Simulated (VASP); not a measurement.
Set up this calculation in VASP 6.6.1, as the native input.

- Task: relaxation of the atoms
- Functional: PBE
- Potentials or basis: VASP PAW PBE potentials, release 64 (Hf_pv, C)
- Cutoff: 520 eV
- k mesh: 9 × 9 × 1
- Occupations: gaussian, width 0.1 eV
- Spin: no spin polarisation
- Dipole correction: yes
- Atoms held fixed (from 0): [0, 3]
- Further INCAR settings: ALGO = Normal; EDIFF = 1e-07; IBRION = 2; EDIFFG = -0.03; NSW = 70

The structure of HfC lies in POSCAR:

```
HfC
1.0
    3.2891025570      0.0000000000      0.0000000000
    0.0000000000      3.2891025570      0.0000000000
    0.0000000000      0.0000000000     18.6514934442
Hf C
3 3
Selective dynamics
Direct
    0.0000000000      0.0000000000      0.3753050672  F F F
    0.5000000000      0.5000000000      0.5000000000  T T T
    0.0000000000      0.0000000000      0.6246949328  T T T
    0.5000000000      0.5000000000      0.3753050672  F F F
    0.0000000000      0.0000000000      0.5000000000  T T T
    0.5000000000      0.5000000000      0.6246949328  T T T
```

These files were run (other wordings do the same):

INCAR

```
SYSTEM = HfC
PREC = Accurate ; ENCUT = 520
EDIFF = 1E-7 ; ISMEAR = 0
SIGMA = 0.1 ; LREAL = .False.
LASPH = .True. ; NELM = 80
ALGO = Normal ; ISIF = 2
LWAVE = .False. ; LCHARG = .False.
LDIPOL = .True. ; IDIPOL = 3
DIPOL = 0.5 0.5 0.500 ; GGA = PE
IBRION = 2 ; NSW = 70
EDIFFG = -0.03
```

KPOINTS

```
regular mesh
0
Gamma
  9 9 1
  0 0 0
```

Potentials or basis: VASP PAW PBE potentials, release 64 (Hf_pv, C).

Command:

```sh
$ cat potpaw_PBE.64/Hf_pv/POTCAR potpaw_PBE.64/C/POTCAR > POTCAR
$ mpirun -np 1 vasp_std > vasp.out
```

It gave:

| Item | Value |
| --- | --- |
| Energy gained by relaxing | 16.5 meV/atom |
| Ionic steps | 10 |
| Band gap on the k mesh | zero (bands 21 and 22 overlap by 0.19 eV) |

Caveat: spin-orbit coupling is left out, which moves the levels of the heavy elements.

Run time: 14 min on 1 thread of AMD EPYC 7R13 Processor (Zen 3), with other jobs on the host, peak memory 0.28 GiB.
